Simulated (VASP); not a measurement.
Write the native input for VASP 6.6.1 that does the following.

```yaml
Task: single point
Functional: r2SCAN
Potentials_or_basis: VASP PAW PBE potentials, release 64 (Be, S)
Cutoff: 520 eV
k_mesh: 10 × 10 × 10
Occupations: fermi-dirac, width 0.02 eV
Spin: no spin polarisation
Dipole_correction: no
Further_INCAR_settings: ALGO = Normal; EDIFF = 1e-06; NBANDS = 11
```

The system is BeS.

```
CELL_PARAMETERS angstrom
0.00000 2.43411 2.43411
2.43411 0.00000 2.43411
2.43411 2.43411 0.00000
ATOMIC_POSITIONS crystal
Be 0.00000 0.00000 0.00000
S 0.25000 0.25000 0.25000
```

These files were run (other wordings do the same):

POSCAR

```
BeS
1.0
    0.0000000000      2.4341052400      2.4341052400
    2.4341052400      0.0000000000      2.4341052400
    2.4341052400      2.4341052400      0.0000000000
Be S
1 1
Direct
    0.0000000000      0.0000000000      0.0000000000
    0.2500000000      0.2500000000      0.2500000000
```

INCAR.step1

```
  PREC = Accurate
  ENCUT = 520
  ISMEAR = -1
  SIGMA = 0.02
  LREAL = F
  LASPH = T
  NELM = 60
  NBANDS = 11
  GGA = PE
  ALGO = Normal
  EDIFF = 1E-4
  LWAVE = T
  LCHARG = F
```

INCAR.step2

```
  PREC = Accurate
  ENCUT = 520
  EDIFF = 1E-6
  ISMEAR = -1
  SIGMA = 0.02
  LREAL = F
  LASPH = T
  NELM = 60
  ALGO = Normal
  ISIF = 2
  LWAVE = F
  LCHARG = F
  METAGGA = R2SCAN
  LMIXTAU = T
  NBANDS = 11
  ISTART = 1
```

KPOINTS

```
Automatic mesh
0
Gamma
  10 10 10
```

Potentials or basis: VASP PAW PBE potentials, release 64 (Be, S).

Run with:

```console
$ cat potpaw_PBE.64/Be/POTCAR potpaw_PBE.64/S/POTCAR > POTCAR
$ cp INCAR.step1 INCAR
$ mpirun -np 1 vasp_std > vasp.out
$ cp INCAR.step2 INCAR
$ mpirun -np 1 vasp_std > vasp.out
```

Results of the run:

The pressure is 0.3 GPa and the band gap on the k mesh is 3.60 eV, indirect (least direct gap 6.26 eV).

Caveat: the PAW data sets were made with another functional, which shifts forces and pressure a little.

It took 91 s on 1 thread of Intel(R) Xeon(R) Platinum 8259CL CPU @ 2.50GHz (Skylake/Cascade Lake), with other jobs on the host, peak memory 0.16 GiB.
